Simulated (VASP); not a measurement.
# ScH3 (P6_3/m) in VASP: density of states with PBEsol

Aim: the density of states of ScH3 with PBEsol.

All numbers are computed with VASP 6.6.1; they aren't measurements. Logs are shortened: lines on timing, memory, paths and dates and some standing lists are left out, and cuts for length are marked.

## 1. The cell of the first run

The structure is hexagonal, space group P6_3/m (No. 176). Conventional cell: a = 5.141 Å, b = 5.141 Å, c = 3.192 Å, α = 90.00°, β = 90.00°, γ = 120.00°. Sc (site symmetry -6) has 9 H at 2.02 to 2.05 Å within 2.7 Å. H (site symmetry m) has 3 Sc at 2.02 to 2.05 Å and 8 H at 2.22 to 2.49 Å within 2.7 Å.

## 2. Density of states, PBEsol

POSCAR reads:

```
ScH3
1.0
    5.1406981930      0.0000000000      0.0000000000
   -2.5703490965      4.4519752283      0.0000000000
    0.0000000000      0.0000000000      3.1920443929
Sc H
2 6
Direct
    0.3333333333      0.6666666667      0.7500000000
    0.6666666667      0.3333333333      0.2500000000
    0.6824805546      0.0919934852      0.7500000000
    0.4095129306      0.3175194454      0.7500000000
    0.3175194454      0.9080065148      0.2500000000
    0.5904870694      0.6824805546      0.2500000000
    0.9080065148      0.5904870694      0.7500000000
    0.0919934852      0.4095129306      0.2500000000
```

INCAR.step1 reads:

```
SYSTEM = ScH3
PREC     = Accurate       ! precision mode
ENCUT    = 520            ! plane-wave cutoff, eV
EDIFF    = 1E-6           ! SCF threshold, eV
ISMEAR   = 0              ! smearing method
SIGMA    = 0.02           ! smearing width, eV
LREAL    = .False.        ! projectors in reciprocal space
LASPH    = .True.         ! aspherical terms in the spheres
NELM     = 80             ! most SCF steps
ALGO     = Normal         ! electronic algorithm
ISIF     = 2              ! what is computed and relaxed
LWAVE    = .False.        ! write WAVECAR
LCHARG   = .True.         ! write CHGCAR
LMAXMIX  = 4              ! l up to which the mixer works
GGA      = PS             ! functional
NBANDS   = 24             ! bands
```

KPOINTS.step1 reads:

```
regular mesh
0
Gamma
  6 6 8
  0 0 0
```

INCAR.step2 reads:

```
SYSTEM = ScH3
PREC     = Accurate       ! precision mode
ENCUT    = 520            ! plane-wave cutoff, eV
EDIFF    = 1E-6           ! SCF threshold, eV
ISMEAR   = -5             ! smearing method
SIGMA    = 0.02           ! smearing width, eV
LREAL    = .False.        ! projectors in reciprocal space
LASPH    = .True.         ! aspherical terms in the spheres
NELM     = 80             ! most SCF steps
ALGO     = Normal         ! electronic algorithm
ISIF     = 2              ! what is computed and relaxed
LWAVE    = .False.        ! write WAVECAR
LCHARG   = .False.        ! write CHGCAR
LMAXMIX  = 4              ! l up to which the mixer works
GGA      = PS             ! functional
LORBIT   = 10             ! projections on sites
NBANDS   = 24             ! bands
NEDOS    = 2001           ! points of the DOS
ICHARG   = 11             ! starting density
```

KPOINTS.step2 reads:

```
regular mesh
0
Gamma
  9 9 12
  0 0 0
```

Potentials or basis: VASP PAW PBE potentials, release 64 (Sc_sv, H).

Started as:

```console
cat potpaw_PBE.64/Sc_sv/POTCAR potpaw_PBE.64/H/POTCAR > POTCAR
cp INCAR.step1 INCAR
cp KPOINTS.step1 KPOINTS
mpirun -np 1 vasp_std > vasp.out
cp INCAR.step2 INCAR
cp KPOINTS.step2 KPOINTS
mpirun -np 1 vasp_std > vasp.out
```

OUTCAR:

```text
SYSTEM = ScH3
   PREC = Accurate
   ENCUT = 520
   EDIFF = 1E-6
   ISMEAR = -5
   LREAL = .False.
   LASPH = .True.
   NELM = 80
   ISIF = 2
   GGA = PS
   LORBIT = 10
   ICHARG = 11

 ion  position               nearest neighbor table
   1  0.333  0.667  0.750-   7 2.02   3 2.02   4 2.02   5 2.05   5 2.05   8 2.05   8 2.05   6 2.05
                             6 2.05   2 3.37   2 3.37   2 3.37   2 3.37   2 3.37   2 3.37
   2  0.667  0.333  0.250-   8 2.02   5 2.02   6 2.02   3 2.05   3 2.05   7 2.05   7 2.05   4 2.05
                             4 2.05   1 3.37   1 3.37   1 3.37   1 3.37   1 3.37   1 3.37
   3  0.682  0.092  0.750-   1 2.02   2 2.05   2 2.05
   4  0.410  0.318  0.750-   1 2.02   2 2.05   2 2.05
   5  0.318  0.908  0.250-   2 2.02   1 2.05   1 2.05
   6  0.590  0.682  0.250-   2 2.02   1 2.05   1 2.05
   7  0.908  0.590  0.750-   1 2.02   2 2.05   2 2.05
   8  0.092  0.410  0.250-   2 2.02   1 2.05   1 2.05

  LATTYP: Found a hexagonal cell.
 ALAT       =     5.1406981930
 C/A-ratio  =     0.6209359649

  Lattice vectors:

 A1 = (   5.1406981930,   0.0000000000,   0.0000000000)
 A2 = (  -2.5703490965,   4.4519752283,   0.0000000000)
 A3 = (   0.0000000000,   0.0000000000,   3.1920443929)

Analysis of symmetry for initial positions (statically):
=====================================================================
 Subroutine PRICEL returns:
 Original cell was already a primitive cell.

 Routine SETGRP: Setting up the symmetry group for a
 hexagonal supercell.

 Subroutine GETGRP returns: Found 12 space group operations
 (whereof  6 operations were pure point group operations)
 out of a pool of 24 trial point group operations.

The static configuration has the point symmetry S_6 .
 The point group associated with its full space group is C_6h.

Analysis of symmetry for dynamics (positions and initial velocities):
=====================================================================
 Subroutine PRICEL returns:
 Original cell was already a primitive cell.

 Routine SETGRP: Setting up the symmetry group for a
 hexagonal supercell.

 Subroutine GETGRP returns: Found 12 space group operations
 (whereof  6 operations were pure point group operations)
 out of a pool of 24 trial point group operations.

The dynamic configuration has the point symmetry S_6 .
 The point group associated with its full space group is C_6h.

 Subroutine INISYM returns: Found 12 space group operations
 (whereof  6 operations are pure point group operations),
 and found     1 'primitive' translations
[... 127 lines left out ...]
   IMIX   =      4    mixing-type and parameters
     AMIX     =   0.40;   BMIX     =  1.00
     AMIX_MAG =   1.60;   BMIX_MAG =  1.00
  volume/ion in A,a.u.               =       9.13        61.62
  Fermi-wavevector in a.u.,A,eV,Ry     =   1.189176  2.247217 19.240547  1.414140
  Thomas-Fermi vector in A             =   2.325289
   LORBIT       =     10    0 simple, 1 ext, 2 COOP (PROOUT), +10 PAW based schemes
   GGA     = PS    functional components
   LHFCALC =     F    Hartree Fock is set to
   AEXX    =    0.0000 exact exchange contribution
   IVDW    =     0    specifies the selected vdW correction
   LEPSILON=     F    determine dielectric tensor
   LRPA    =     F    only Hartree local field effects (RPA)
 non-spin polarized calculation
 Fermi weights with tetrahedron method with Bloechl corrections
  energy-cutoff  :      520.00
  volume of cell :       73.05
 maximum number of plane-waves:      2004
 NGX is ok and might be reduce to    40

 number of electron      27.9999998 magnetization

 Free energy of the ion-electron system (eV)
  ---------------------------------------------------
  ext. energy  EPLUGINS =         0.00000000
  ---------------------------------------------------
  free energy    TOTEN  =       -37.26871324 eV

  energy without entropy =      -37.26871324  energy(sigma->0) =      -37.26871324

 E-fermi :   0.1502     XC(G=0):  -9.5151

 val. band max:        0.1347089020   @ k =   0.4444   0.0000   0.0000
 cond. band min:       2.4532990806   @ k =   0.3333   0.3333   0.3333
 fundamental gap:      2.3185901785
 Fermi energy:         0.1502116997

 k-point     1 :       0.0000    0.0000    0.0000
  band No.  band energies     occupation
      1     -47.2810      2.00000
      2     -47.2339      2.00000
      3     -26.1172      2.00000
      4     -26.1171      2.00000
      5     -25.9327      2.00000
      6     -25.9327      2.00000
[... 637 lines left out ...]
     23       7.2094      0.00000
     24       7.4390      0.00000

 [... further k-points ...]

------------------------ aborting loop because EDIFF is reached ----------------------------------------

  FORCE on cell =-STRESS in cart. coord.  units (eV):
  Direction    XX          YY          ZZ          XY          YZ          ZX
  --------------------------------------------------------------------------------------
  -------------------------------------------------------------------------------------
  Total       -1.0426836     -1.0426836     -1.1307807      0.0000005     -0.0000000      0.0000000
  in kB      -22.8675350    -22.8675350    -24.7996298      0.0000099     -0.0000000      0.0000000
  external PRESSURE =     -23.5115666 kB  Pullay stress =       0.0000000 kB

 VOLUME and BASIS-vectors are now :
 -----------------------------------------------------------------------------
  energy-cutoff  :      520.00
  volume of cell :       73.05
      direct lattice vectors                 reciprocal lattice vectors
     5.140698193  0.000000000  0.000000000     0.194526106  0.112309699  0.000000000
    -2.570349097  4.451975228  0.000000000     0.000000000  0.224619399  0.000000000
     0.000000000  0.000000000  3.192044393     0.000000000  0.000000000  0.313278851

 POSITION                                       TOTAL-FORCE (eV/Angst)
 -----------------------------------------------------------------------------------
     -0.00000      2.96798      2.39403         0.000000      0.000000     -0.000000
      2.57035      1.48399      0.79801         0.000000      0.000000      0.000000
      3.27197      0.40955      2.39403        -0.015880      0.022736      0.000000
      1.28905      1.41359      2.39403         0.027630      0.002385     -0.000000
     -0.70162      4.04242      0.79801         0.015880     -0.022736     -0.000000
      1.28130      3.03839      0.79801        -0.027630     -0.002385     -0.000000
      3.15003      2.62883      2.39403        -0.011750     -0.025120     -0.000000
     -0.57968      1.82314      0.79801         0.011750      0.025120     -0.000000
 -----------------------------------------------------------------------------------
    total drift:                               -0.000000      0.000000     -0.000000

  FREE ENERGIE OF THE ION-ELECTRON SYSTEM (eV)
  ---------------------------------------------------
  free  energy   TOTEN  =       -37.2687132441 eV

  energy  without entropy=      -37.2687132441  energy(sigma->0) =      -37.26871324

 total charge

# of ion       s       p       d       tot
------------------------------------------
    1        2.194   6.202   1.075   9.472
    2        2.194   6.202   1.075   9.472
    3        0.543   0.005   0.000   0.548
    4        0.543   0.005   0.000   0.548
    5        0.543   0.005   0.000   0.548
    6        0.543   0.005   0.000   0.548
    7        0.543   0.005   0.000   0.548
    8        0.543   0.005   0.000   0.548
--------------------------------------------------
tot          7.649  12.432   2.151  22.232
```

It took 100 s on 1 thread of Intel Xeon Platinum 8375C at 2.90GHz (Ice Lake), shared host; peak memory 0.29 GiB.

Results:

```yaml
Valence_electrons_inside_the_program's_atomic_spheres: Sc 9.47; H 0.55
```

Caveat: the PAW data sets were made with another functional, which shifts forces and pressure a little.
